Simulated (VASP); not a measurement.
A run of VASP 6.6.1 is set up as follows.

File INCAR:

```
PREC = Accurate
ENCUT = 600
EDIFF = 1E-7
ISMEAR = 0
SIGMA = 0.01
LREAL = False
LASPH = True
NELM = 100
ALGO = Normal
ISIF = 4
LWAVE = False
LCHARG = False
GGA = PE
IBRION = 2
NSW = 50
EDIFFG = -0.01
```

KPOINTS

```
regular mesh
0
Gamma
  12 12 6
```

File POSCAR:

```
Si2Mo
1.0
    4.6587002905      0.0000000000      0.0000000000
   -2.3293501453      4.0345528002      0.0000000000
    0.0000000000      0.0000000000      6.6749110451
Si Mo
6 3
Direct
    0.1639790379      0.8360209621      0.8333333333
    0.3279580758      0.1639790379      0.1666666667
    0.8360209621      0.6720419242      0.5000000000
    0.8360209621      0.1639790379      0.8333333333
    0.6720419242      0.8360209621      0.1666666667
    0.1639790379      0.3279580758      0.5000000000
    0.5000000000      0.0000000000      0.5000000000
    0.0000000000      0.5000000000      0.1666666667
    0.5000000000      0.5000000000      0.8333333333
```

Potentials or basis: VASP PAW PBE potentials, release 64 (Si, Mo_sv).

The run is started by

```bash
$ cat potpaw_PBE.64/Si/POTCAR potpaw_PBE.64/Mo_sv/POTCAR > POTCAR
$ mpirun -np 1 vasp_std > vasp.out
```

(1) Estimate the band gap on the k mesh.

Answers

(1) 0.06 eV (least direct gap 0.48 eV).
